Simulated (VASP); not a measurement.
# Be (P6_3/mmc) in VASP: a series of runs

Be is run at these levels: LDA; tasks: single point.

All numbers are computed with VASP 6.6.1; they aren't measurements. Logs are shortened: lines on timing, memory, paths and dates and some standing lists are left out, and cuts for length are marked.

### Step 1. The cell of the first run

The structure is hexagonal, space group P6_3/mmc (No. 194). The conventional cell has a = 2.230 Å, b = 2.230 Å, c = 3.508 Å, α = 90.00°, β = 90.00°, γ = 120.00°. Within 2.9 Å of Be (site symmetry -6m2) lie 12 Be at 2.18 to 2.23 Å.

### Step 2. Single point, LDA

Input file INCAR:

```
ALGO = Normal
EDIFF = 1E-7
ENCUT = 520
ISIF = 2
ISMEAR = -1
LASPH = T
LCHARG = F
LREAL = F
LWAVE = F
NBANDS = 9
NELM = 100
PREC = Accurate
SIGMA = 0.1
```

Input file KPOINTS:

```
k-points
0
Gamma
  13 13 7
```

Input file POSCAR:

```
Be
1.0
    2.2295160349      0.0000000000      0.0000000000
   -1.1147580175      1.9308175243      0.0000000000
    0.0000000000      0.0000000000      3.5083258361
Be
2
Direct
    0.3333333333      0.6666666667      0.2500000000
    0.6666666667      0.3333333333      0.7500000000
```

Potentials or basis: VASP PAW LDA potentials, release 64 (Be).

Launch:

```
$ cat potpaw_LDA.64/Be/POTCAR > POTCAR
$ mpirun -np 1 vasp_std > vasp.out
```

OUTCAR:

```text
EDIFF = 1E-7
   ENCUT = 520
   ISIF = 2
   ISMEAR = -1
   LASPH = T
   LREAL = F
   NELM = 100
   PREC = Accurate

 ion  position               nearest neighbor table
   1  0.333  0.667  0.250-   2 2.18   2 2.18   2 2.18   2 2.18   2 2.18   2 2.18
   2  0.667  0.333  0.750-   1 2.18   1 2.18   1 2.18   1 2.18   1 2.18   1 2.18

  LATTYP: Found a hexagonal cell.
 ALAT       =     2.2295160349
 C/A-ratio  =     1.5735817914

  Lattice vectors:

 A1 = (   2.2295160349,   0.0000000000,   0.0000000000)
 A2 = (  -1.1147580175,   1.9308175243,   0.0000000000)
 A3 = (   0.0000000000,   0.0000000000,   3.5083258361)

Analysis of symmetry for initial positions (statically):
=====================================================================
 Subroutine PRICEL returns:
 Original cell was already a primitive cell.

 Routine SETGRP: Setting up the symmetry group for a
 hexagonal supercell.

 Subroutine GETGRP returns: Found 24 space group operations
 (whereof 12 operations were pure point group operations)
 out of a pool of 24 trial point group operations.

The static configuration has the point symmetry D_3d.
 The point group associated with its full space group is D_6h.

Analysis of symmetry for dynamics (positions and initial velocities):
=====================================================================
 Subroutine PRICEL returns:
 Original cell was already a primitive cell.

 Routine SETGRP: Setting up the symmetry group for a
 hexagonal supercell.

 Subroutine GETGRP returns: Found 24 space group operations
 (whereof 12 operations were pure point group operations)
 out of a pool of 24 trial point group operations.

The dynamic configuration has the point symmetry D_3d.
 The point group associated with its full space group is D_6h.

 Subroutine INISYM returns: Found 24 space group operations
 (whereof 12 operations are pure point group operations),
 and found     1 'primitive' translations

----------------------------------------------------------------------------------------

                                     Primitive cell

  volume of cell :      15.1026

  direct lattice vectors                    reciprocal lattice vectors
     2.229516035  0.000000000  0.000000000     0.448527835  0.258957666  0.000000000
    -1.114758018  1.930817524  0.000000000     0.000000000  0.517915332  0.000000000
     0.000000000  0.000000000  3.508325836     0.000000000  0.000000000  0.285036239

  length of vectors
     2.229516035  2.229516035  3.508325836     0.517915332  0.517915332  0.285036239

  position of ions in fractional coordinates (direct lattice)
     0.333333333  0.666666667  0.250000000
     0.666666667  0.333333333  0.750000000

  ion indices of the primitive-cell ions
   primitive index   ion index
                 1           1
                 2           2

----------------------------------------------------------------------------------------

 KPOINTS: k-points

Automatic generation of k-mesh.
 Grid dimensions read from file:
 generate k-points for:   13   13    7

 Generating k-lattice:

  Cartesian coordinates                     Fractional coordinates (reciprocal lattice)
     0.034502141  0.019919820  0.000000000     0.076923077  0.000000000  0.000000000
     0.000000000  0.039839641  0.000000000     0.000000000  0.076923077  0.000000000
     0.000000000  0.000000000  0.040719463     0.000000000  0.000000000  0.142857143

  Length of vectors
     0.039839641  0.039839641  0.040719463

  Shift w.r.t. Gamma in fractional coordinates (k-lattice)
     0.000000000  0.000000000  0.000000000

 Subroutine IBZKPT returns following result:
 ===========================================

 Found     84 irreducible k-points:

 Following reciprocal coordinates:
            Coordinates               Weight
  0.000000  0.000000  0.000000      1.000000
  0.076923  0.000000  0.000000      6.000000
  0.153846  0.000000  0.000000      6.000000
  0.230769  0.000000  0.000000      6.000000
  0.307692  0.000000  0.000000      6.000000
  0.384615 -0.000000  0.000000      6.000000
[... 16 lines left out ...]
  0.076923  0.000000  0.142857     12.000000
  0.153846  0.000000  0.142857     12.000000
 [... further k-points ...]
   k-points           NKPTS =     84   k-points in BZ     NKDIM =     84   number of bands    NBANDS=      9
   number of dos      NEDOS =    301   number of ions     NIONS =      2
   total plane-waves  NPLWV =   9072
   dimension x,y,z NGX =    18 NGY =   18 NGZ =   28
   dimension x,y,z NGXF=    36 NGYF=   36 NGZF=   56
   ions per type =               2
   NGX,Y,Z   is equivalent  to a cutoff of  13.42, 13.42, 13.27 a.u.
   NGXF,Y,Z  is equivalent  to a cutoff of  26.84, 26.84, 26.54 a.u.
 SYSTEM =  unknown system
   PREC   = accura    normal or accurate (medium, high low for compatibility)
   ISTART =      0    job   : 0-new  1-cont  2-samecut
   ICHARG =      2    charge: 1-file 2-atom 10-const
   ISPIN  =      1    spin polarized calculation?
   LNONCOLLINEAR =      F non collinear calculations
   LSORBIT =      F    spin-orbit coupling
   LASPH  =      T    aspherical Exc in radial PAW
   ENCUT  =  520.0 eV  38.22 Ry    6.18 a.u.   4.15  4.15  6.52*2*pi/ulx,y,z
   NELM   =    100;   NELMIN=  2; NELMDL= -5     # of ELM steps
   EDIFF  = 0.1E-06   stopping-criterion for ELM
   LREAL  =      F    real-space projection
   EDIFFG = 0.1E-05   stopping-criterion for IOM
   NSW    =      0    number of steps for IOM
   IBRION =     -1    ionic relax: 0-MD 1-quasi-New 2-CG
   NFREE  =      0    steps in history (QN), initial steepest desc. (CG)
   ISIF   =      2    stress and relaxation
   ISYM   =      2    0-nonsym 1-usesym 2-fastsym
   POTIM  = 0.5000    time-step for ionic-motion
   TEBEG  =    0.0;   TEEND  =   0.0 temperature during run
   PSTRESS=    0.0 pullay stress
   NELECT =       4.0000    total number of electrons
   NUPDOWN=      -1.0000    fix difference up-down
   EMIN   =  10.00;   EMAX   =-10.00  energy-range for DOS
   EFERMI =   0.00;   METHOD = LEGACY
   ISMEAR =    -1;   SIGMA  =   0.10  broadening in eV -4-tet -1-fermi 0-gaus
   EFERMI_NEDOS =   21; number of points for ismear=-14 and -15
   IALGO  =     38    algorithm
   IMIX   =      4    mixing-type and parameters
     AMIX     =   0.40;   BMIX     =  1.00
     AMIX_MAG =   1.60;   BMIX_MAG =  1.00
  volume/ion in A,a.u.               =       7.55        50.96
  Fermi-wavevector in a.u.,A,eV,Ry     =   1.051343  1.986749 15.038807  1.105321
  Thomas-Fermi vector in A             =   2.186382
   LORBIT       =      0    0 simple, 1 ext, 2 COOP (PROOUT), +10 PAW based schemes
   GGA     = CA    functional components
   LHFCALC =     F    Hartree Fock is set to
   AEXX    =    0.0000 exact exchange contribution
   IVDW    =     0    specifies the selected vdW correction
   LEPSILON=     F    determine dielectric tensor
   LRPA    =     F    only Hartree local field effects (RPA)
 non-spin polarized calculation
  energy-cutoff  :      520.00
  volume of cell :       15.10
 maximum number of plane-waves:       420
 NGX is ok and might be reduce to    18
   NGX =  9   NGY =  9   NGZ = 13

 number of electron       4.0000000 magnetization

 Free energy of the ion-electron system (eV)
  ---------------------------------------------------
  ext. energy  EPLUGINS =         0.00000000
  ---------------------------------------------------
  free energy    TOTEN  =        -8.41770112 eV

  energy without entropy =       -8.41278270  energy(sigma->0) =       -8.41524191

 E-fermi :   7.0073     XC(G=0): -10.7732

 val. band max:        6.8535146367   @ k =   0.2308   0.1538   0.0000
 cond. band min:       7.0574668736   @ k =   0.3077   0.1538   0.0000
 fundamental gap:      0.2039522369
 Fermi energy:         7.0072860086

 k-point     1 :       0.0000    0.0000    0.0000
  band No.  band energies     occupation
      1      -4.3016      2.00000
      2       2.5473      2.00000
      3       8.5492      0.00000
      4      23.4467      0.00000
      5      23.4467      0.00000
      6      26.3776      0.00000
      7      26.3776      0.00000
      8      28.4989      0.00000
      9      35.1403      0.00000

 k-point     2 :       0.0769    0.0000    0.0000
  band No.  band energies     occupation
      1      -4.1318      2.00000
      2       2.7767      2.00000
      3       8.5832      0.00000
      4      22.1273      0.00000
      5      22.4761      0.00000
      6      26.3990      0.00000
      7      26.8196      0.00000
      8      28.1628      0.00000
      9      32.7579      0.00000

 k-point     3 :       0.1538    0.0000    0.0000
  band No.  band energies     occupation
      1      -3.6217      2.00000
      2       3.4634      2.00000
      3       8.6587      0.00000
      4      19.2660      0.00000
      5      20.8151      0.00000
      6      26.2070      0.00000
      7      26.8725      0.00000
      8      26.8734      0.00000
      9      29.6817      0.00000

 k-point     4 :       0.2308    0.0000    0.0000
  band No.  band energies     occupation
      1      -2.7706      2.00000
      2       4.6023      2.00000
      3       8.6323      0.00000
      4      16.2877      0.00000
      5      19.2715      0.00000
      6      24.2485      0.00000
      7      24.7591      0.00000
      8      26.2465      0.00000
      9      27.8594      0.00000
[... 205 lines left out ...]
 k-point    22 :       0.0000    0.0000    0.1429
  band No.  band energies     occupation
      1      -4.1246      2.00000
      2       1.6536      2.00000
      3       9.8671      0.00000
      4      23.6101      0.00000
      5      23.6101      0.00000
      6      26.3108      0.00000
      7      26.3108      0.00000
      8      27.2003      0.00000
      9      35.7894      0.00000

 k-point    23 :       0.0769    0.0000    0.1429
  band No.  band energies     occupation
      1      -3.9546      2.00000
      2       1.8600      2.00000
      3       9.9217      0.00000
      4      22.3005      0.00000
      5      22.6607      0.00000
      6      26.1153      0.00000
      7      26.6080      0.00000
      8      27.1623      0.00000
      9      32.6730      0.00000

 k-point    24 :       0.1538    0.0000    0.1429
  band No.  band energies     occupation
      1      -3.4439      2.00000
      2       2.4718      2.00000
      3      10.0605      0.00000
      4      19.4327      0.00000
      5      21.0202      0.00000
      6      25.4642      0.00000
      7      26.2418      0.00000
      8      26.3974      0.00000
      9      29.9547      0.00000

 [... further k-points ...]
[... 5 lines left out ...]
  --------------------------------------------------------------------------------------
  -------------------------------------------------------------------------------------
  Total        0.0998224      0.0998224     -0.0571906     -0.0000000      0.0000000      0.0000000
  in kB       10.5897788     10.5897788     -6.0671362     -0.0000000      0.0000000      0.0000000
  external PRESSURE =       5.0374738 kB  Pullay stress =       0.0000000 kB

 VOLUME and BASIS-vectors are now :
 -----------------------------------------------------------------------------
  energy-cutoff  :      520.00
  volume of cell :       15.10
      direct lattice vectors                 reciprocal lattice vectors
     2.229516035  0.000000000  0.000000000     0.448527835  0.258957666  0.000000000
    -1.114758018  1.930817524  0.000000000     0.000000000  0.517915332  0.000000000
     0.000000000  0.000000000  3.508325836     0.000000000  0.000000000  0.285036239

 POSITION                                       TOTAL-FORCE (eV/Angst)
 -----------------------------------------------------------------------------------
     -0.00000      1.28721      0.87708        -0.000000     -0.000000      0.000000
      1.11476      0.64361      2.63124         0.000000      0.000000      0.000000
 -----------------------------------------------------------------------------------
    total drift:                                0.000000     -0.000000      0.000000

  FREE ENERGIE OF THE ION-ELECTRON SYSTEM (eV)
  ---------------------------------------------------
  free  energy   TOTEN  =        -8.4177011170 eV

  energy  without entropy=       -8.4127826960  energy(sigma->0) =       -8.41524191
```

Run time: 8.5 s. Hardware: 1 thread of Intel Xeon Platinum 8259CL at 2.50GHz (Skylake/Cascade Lake), shared host; peak memory 0.12 GiB.

Results:

```yaml
Free_energy: -8.4177 eV
Pressure: 0.5 GPa
Band_gap_on_the_k_mesh: zero (band 2 reaches 8.23 eV, above the bottom of band 3 at 6.59 eV)
```

Stress tensor (GPa, compression positive):
```
 1.06  0.00  0.00
 0.00  1.06  0.00
 0.00  0.00 -0.61
```

Levels at points of the mesh, in eV from the Fermi level:
| k point | band 1 | band 2 | band 3 | band 4 | band 5 | band 6 | band 7 |
| --- | --- | --- | --- | --- | --- | --- | --- |
| (0.00, 0.00, 0.00) | -11.31 | -4.46 | 1.54 | 16.44 | 16.44 | 19.37 | 19.37 |

### Step 3. Single point, LDA

Input file INCAR:

```
  PREC = Accurate
  ENCUT = 520
  EDIFF = 1E-6
  ISMEAR = -1
  SIGMA = 0.1
  LREAL = F
  LASPH = T
  NELM = 100
  ALGO = Normal
  ISIF = 2
  LWAVE = F
  LCHARG = F
  NBANDS = 9
```

Input file KPOINTS:

```
regular mesh
0
Gamma
  16 16 9
```

POSCAR is that of step 2.

Potentials or basis: VASP PAW LDA potentials, release 64 (Be).

Launch:

```
$ cat potpaw_LDA.64/Be/POTCAR > POTCAR
$ mpirun -np 1 vasp_std > vasp.out
```

It took 12 s on 1 thread of Intel Xeon Platinum 8259CL at 2.50GHz (Skylake/Cascade Lake), shared host; peak memory 0.12 GiB.

The run converged. Its results:

| Property | Result |
| --- | --- |
| Free energy | -8.4255 eV |
| Pressure | 0.4 GPa |
| Band gap on the k mesh | zero (band 2 reaches 8.05 eV, above the bottom of band 3 at 6.47 eV) |

Levels at points of the mesh, in eV from the Fermi level:
```
           k point  band 1  band 2  band 3  band 4  band 5
(0.00, 0.00, 0.00)  -11.38   -4.53    1.47   16.37   16.37
(0.50, 0.00, 0.00)   -5.08   -3.05    3.76    6.75    7.15
```

[end of part 1 of 2]
